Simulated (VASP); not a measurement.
# AlN: single point with PBE

The system is AlN.

```xyz
2
Lattice="0.0000 2.1849 2.2504 2.1849 0.0000 2.2504 2.1849 2.1849 0.0000" Properties=species:S:1:pos:R:3 pbc="T T T"
Al    0.0000    0.0000    0.0000
N     1.0924    1.0924    1.1252
```

This cell differs from its parent crystal: uniaxial z strain +3.0%.

- Program: VASP 6.6.1
- Task: single point
- Functional: PBE
- Potentials or basis: VASP PAW PBE potentials, release 64 (Al, N)
- Cutoff: 520 eV
- k mesh: 10 × 10 × 10
- Occupations: fermi-dirac, width 0.02 eV
- Spin: no spin polarisation

* Pressure: -1.6 GPa
* Band gap on the k mesh: 3.22 eV (least direct gap 3.88 eV)

Stress tensor (GPa, compression positive):
```
-0.16  0.00  0.00
 0.00 -0.16  0.00
 0.00  0.00 -4.50
```

Levels at points of the mesh, in eV from the valence-band top:
```
           k point  band 1  band 2  band 3  band 4  band 5  band 6  band 7  band 8  band 9
(0.00, 0.00, 0.00)  -14.85   -0.13    0.00    0.00    3.88   12.21   12.21   12.24   16.88
(0.50, 0.00, 0.00)  -12.89   -5.77   -0.65   -0.40    7.02    9.61   10.69   11.18   17.50
(0.50, 0.50, 0.00)  -12.37   -5.04   -1.63   -1.63    3.35    8.68   13.16   15.46   15.46
(0.50, 0.00, 0.50)  -12.24   -4.76   -1.87   -1.86    3.22    8.23   13.66   14.80   15.66
```

It took 17 s on 1 thread of Intel Xeon 8259CL, with other jobs on the host, peak memory 0.15 GiB.

Caveat: the cell differs from its parent crystal (uniaxial z strain +3.0%). A k mesh can miss the band edges.
